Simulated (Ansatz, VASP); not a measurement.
# WSe2: VASP beside Ansatz

```
W Se
1.0
     3.31512    0.00000    0.00000
    -1.65756    2.87097    0.00000
     0.00000    0.00000   13.72892
W Se
2 4
Direct
  0.66667 0.33333 0.75000
  0.33333 0.66667 0.25000
  0.33333 0.66667 0.87105
  0.66667 0.33333 0.37105
  0.33333 0.66667 0.62895
  0.66667 0.33333 0.12895
```

Alike in both runs: functional r2SCAN; k mesh 12 × 12 × 2; occupations gaussian, width 0.02 eV; no spin polarisation.

Ansatz relaxed the structure, and its values are those at the end. VASP's run is a single point on that final structure, the one shown.

|  | VASP | Ansatz |
| --- | --- | --- |
| version | VASP 6.6.1 | Ansatz 0.2.0 |
| potentials or method | VASP PAW PBE potentials, release 64 (W_sv, Se), cutoff 520 eV | scalar-relativistic, plane waves, PAW |
| valence electrons in the cell | 52 | 92 |

|  | VASP | Ansatz | Ansatz less VASP |
| --- | --- | --- | --- |
| gap on the k mesh at the Fermi level (eV) | 1.35 | 1.35 | +0.005 |
| least direct gap on the mesh (eV) | 1.58 | 1.59 | +0.002 |
| pressure (GPa) | 0.3 | 0.0 | -0.31 |
| rms of the force components (eV/Å) | 0.018 | 0.002 | -0.0163 |

VASP's potentials were made for PBE, not for r2SCAN. VASP's potentials hold 52 valence electrons a cell and Ansatz's 92, so a difference there can come from the potentials and not from the codes.

Spin-orbit coupling is off throughout.
